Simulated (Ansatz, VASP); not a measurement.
## Two plane-wave programs on BiO5

```xyz
6
Lattice="3.4492 0.0000 0.0000 -1.7246 2.9871 0.0000 0.0000 0.0000 10.7118" Properties=species:S:1:pos:R:3 pbc="T T T"
Bi    0.0000    0.0000    0.0000
O     1.7246    0.9957    9.4519
O     0.0000    0.0000    5.9818
O     1.7246    0.9957    5.3559
O     0.0000    0.0000    4.7300
O     1.7246    0.9957    1.2599
```

Change from the starting cell: species swapped into the Mg5Cd type (P-6m2, No. 187).

Alike in both runs: functional PBE; k mesh 12 × 12 × 4; occupations gaussian, width 0.1 eV; no spin polarisation.

Ansatz relaxed the structure, and its values are those at the end. VASP's run is a single point on that final structure, the one shown.

```csv
,VASP,Ansatz
version,VASP 6.6.1,Ansatz 0.2.0
potentials or method,"VASP PAW PBE potentials, release 64 (Bi_d, O), cutoff 520 eV","scalar-relativistic, plane waves, PAW"
valence electrons in the cell,45,45
```

```csv
,VASP,Ansatz,Ansatz less VASP
gap on the k mesh at the Fermi level (eV),none,none,-
pressure (GPa),0.5,0.0,-0.49
rms of the force components (eV/Å),0.301,0.000,-0.3002
```

A gap of «none» marks a metal or a gap that the smearing closes. One of these differences is far larger than is usual between the two programs; its cause wasn't traced. The functional is the same, so the differences come from potentials, cutoffs and numerics.

Neither program's run includes spin-orbit coupling. Noted on VASP's run: the standard files for N, O and F lose accuracy on very short bonds.
